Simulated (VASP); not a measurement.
Ga, 3 atoms in the cell. Symmetry: P6/mmm, No. 191, hexagonal system. The conventional cell has a = 4.888 Å, b = 4.888 Å, c = 3.133 Å, α = 90.00°, β = 90.00°, γ = 120.00°. Ga (site symmetry 6/mmm) has 14 Ga at 3.13 to 3.23 Å within 4.1 Å. Ga (site symmetry -6m2) has 11 Ga at 2.82 to 3.23 Å within 3.7 Å.  This cell differs from its parent crystal: volume scaled by 1.12.

- Program: VASP 6.6.1
- Task: single point
- Functional: PBE
- Potentials or basis: VASP PAW PBE potentials, release 64 (Ga_d)
- Cutoff: 520 eV
- k mesh: 9 × 9 × 12
- Occupations: fermi-dirac, width 0.1 eV
- Spin: no spin polarisation
- Dipole correction: no
- Further INCAR settings: ALGO = Normal; EDIFF = 1e-06; NBANDS = 26

Potentials or basis: VASP PAW PBE potentials, release 64 (Ga_d).

The run is started by

```sh
$ cat potpaw_PBE.64/Ga_d/POTCAR > POTCAR
$ mpirun -np 1 vasp_std > vasp.out
```

Hardware: 1 thread of AMD EPYC 9R45 96-Core Processor (Zen 5), on a shared host.

Problem. Estimate the wall time of this run.

Solution. Run time: 54 s on 1 thread of AMD EPYC 9R45 96-Core Processor (Zen 5) (shared host), peak memory 0.21 GiB. Counts: scf iterations 13, k points 84.
